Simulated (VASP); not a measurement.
Wanted: the native input for a VASP 6.6.1 run.

* Task: single point
* Functional: PBE
* Potentials or basis: VASP PAW PBE potentials, release 64 (Al, N, O)
* Cutoff: 520 eV
* k mesh: 1 × 1 × 1
* Occupations: fermi-dirac, width 0.01 eV
* Spin: no spin polarisation
* Dipole correction: no
* Further INCAR settings: LREAL = Auto; ALGO = Normal; EDIFF = 1e-06; NBANDS = 89

The structure of Al16N16O (a cell with a defect) lies in POSCAR:

```
Al16N16O
1.0
    6.2595139100      0.0000000600      0.0000000000
   -3.1297570100      5.4208980300      0.0000000000
    0.0000000000      0.0000000000     10.0348065900
Al N O
16 16 1
Direct
    0.3300748081      0.1557649447      0.2530788120
    0.1610507740      0.3248073892      0.4936848591
    0.3330721165      0.1527862053      0.7350482984
    0.1682241732      0.3176699113      0.9509765745
    0.3336730427      0.6800563963      0.2583852875
    0.1558664149      0.8225790026      0.4981917897
    0.3284015010      0.6629112614      0.7416600049
    0.1650644860      0.8265216465      0.9954659001
    0.8058184201      0.1522309009      0.2583868451
    0.6632648822      0.3300016154      0.4981820485
    0.8229842649      0.1575155552      0.7416524129
    0.6593495985      0.3208307332      0.9954589454
    0.8278012073      0.6580947928      0.2435358180
    0.6618382700      0.8240211971      0.5012735664
    0.8272167201      0.6586621303      0.7500514646
    0.6593615953      0.8265395853      0.9965103095
    0.3299828032      0.1558631891      0.4461252399
    0.1416369131      0.3442403954      0.2397582103
    0.3397974667      0.1460694548      0.9197072039
    0.1620910482      0.3237900668      0.6953004136
    0.3300068959      0.6640241931      0.4504264070
    0.1627202053      0.8282450167      0.1910923194
    0.3279900642      0.6588564606      0.9342768375
    0.1540262193      0.8193403588      0.6867069607
    0.8218145651      0.1558474374      0.4504296376
    0.6576097423      0.3231785916      0.1910826003
    0.8270259449      0.1579249600      0.9342671476
    0.6665139925      0.3318536690      0.6867045156
    0.8260878254      0.6597792559      0.4364231575
    0.6583461322      0.8275572776      0.1912113810
    0.8270389114      0.6588566102      0.9462168142
    0.6617915281      0.8241170682      0.6919613462
    0.2183980212      0.2673635716      0.1201779915
```

These files were run (other wordings do the same):

INCAR

```
SYSTEM = Al16N16O
PREC = Accurate
ENCUT = 520
EDIFF = 1E-6
ISMEAR = -1
SIGMA = 0.01
LREAL = Auto
LASPH = .True.
NELM = 120
ALGO = Normal
ISIF = 2
LWAVE = .False.
LCHARG = .True.
GGA = PE
LELF = .True.
LVHAR = .True.
NBANDS = 89
GGA_COMPAT = .False.
```

KPOINTS

```
regular mesh
0
Gamma
  1 1 1
  0 0 0
```

Potentials or basis: VASP PAW PBE potentials, release 64 (Al, N, O).

Command:

```sh
$ cat potpaw_PBE.64/Al/POTCAR potpaw_PBE.64/N/POTCAR potpaw_PBE.64/O/POTCAR > POTCAR
$ mpirun -np 1 vasp_gam > vasp.out
```

Results of the run:

```json
{"Pressure": "6.0 GPa", "Largest force": "0.149 eV/Å", "Band gap on the k mesh": "3.91 eV"}
```

Caveat: the k points lie up to 1.16 Å⁻¹ apart.

Wall time 2.5 min on 1 thread of Intel Xeon 8259CL, with other jobs on the host, peak memory 0.41 GiB.
